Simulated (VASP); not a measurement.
# Mg3CdS2: relaxation of cell and atoms with PBE

Mg3CdS2:

```
Mg Cd S
1.0
     6.07705    0.00000    0.00000
    -3.03853    5.26288    0.00000
     0.00000    0.00000   11.32298
Mg Cd S
3 1 2
Direct
  0.83720 0.16280 0.50000
  0.83720 0.67440 0.50000
  0.32560 0.16280 0.50000
  0.00000 0.00000 0.00000
  0.00000 0.00000 0.65406
  0.00000 0.00000 0.34594
```

The cell was built from a structure type or drawn by symmetry, and may not be a known phase.

- Program: VASP 6.6.1
- Task: relaxation of cell and atoms
- Functional: PBE
- Potentials or basis: VASP PAW PBE potentials, release 64 (Mg, Cd, S)
- Cutoff: 600 eV
- k mesh: 6 × 6 × 4
- Occupations: gaussian, width 0.02 eV
- Spin: no spin polarisation
- Dipole correction: no
- Further INCAR settings: ALGO = Normal; EDIFF = 1e-07; IBRION = 2; EDIFFG = -0.01; NSW = 100; ISIF = 3

```yaml
Relaxed_volume: 60.86 Å³/atom
Relaxed_cell: a = 6.067 Å, b = 6.067 Å, c = 11.457 Å, α = 90.00°, β = 90.00°, γ = 120.00°
Space_group_after_relaxing_to_0.1_Å: P-6m2 (No. 187)
Energy_gained_by_relaxing: 0.1 meV/atom
Ionic_steps: 16
Pressure_after_relaxing: 0.0 GPa
Largest_force_after_relaxing: 0.010 eV/Å
Band_gap_on_the_k_mesh: 0.51 eV (least direct gap 0.55 eV)
```

Forces in eV/Å, atoms in the order of the input:
```
Mg  -0.008  0.005  0.000
Mg   0.000 -0.010  0.000
Mg   0.008  0.005  0.000
Cd   0.000  0.000  0.000
S    0.000  0.000  0.004
S    0.000  0.000 -0.004
```

Step by step:
```
step  energy change (eV)  largest force (eV/Å)  pressure (GPa)  volume (Å³)
   1              0.0000                0.0173           -0.02       362.14
   2             -0.0002                0.0041            0.00       361.79
   3             -0.0003                0.0118            0.01       361.47
   4             -0.0003                0.0196            0.00       361.64
   5             -0.0003                0.0342           -0.01       361.85
   6             -0.0004                0.0330           -0.01       361.88
   7             -0.0004                0.0293            0.00       361.98
   8             -0.0005                0.0217            0.01       362.17
   9             -0.0005                0.0249            0.02       362.55
  10             -0.0005                0.0209            0.02       362.41
  11             -0.0006                0.0129            0.02       362.74
  12             -0.0007                0.0085            0.03       363.17
  13             -0.0007                0.0323            0.04       364.05
  14             -0.0007                0.0228            0.04       363.70
  15             -0.0008                0.0183            0.03       364.06
  16             -0.0009                0.0096            0.01       365.17
```

Final structure:
```
Mg Cd S
1.0
     6.06671    0.00000    0.00000
    -3.03336    5.25393    0.00000
     0.00000    0.00000   11.45671
Mg Cd S
3 1 2
Direct
  0.83733 0.16267 0.50000
  0.83733 0.67467 0.50000
  0.32533 0.16267 0.50000
  0.00000 0.00000 0.00000
  0.00000 0.00000 0.65239
  0.00000 0.00000 0.34761
```

Levels at points of the mesh, in eV from the valence-band top:
```
           k point  band 13  band 14  band 15  band 16  band 17  band 18
(0.00, 0.00, 0.00)    -2.05    -1.41    -0.42     1.37     1.37     2.06
(0.50, 0.00, 0.00)    -1.39    -1.32    -0.21     0.53     2.02     3.06
(0.00, 0.00, 0.50)    -2.05    -1.53    -0.25     1.37     1.37     2.13
(0.50, 0.00, 0.50)    -1.48    -1.32    -0.03     0.51     2.03     3.05
```

It took 50 min on 1 thread of Intel Xeon 8259CL (shared host), peak memory 0.69 GiB.

A k mesh can miss the band edges.
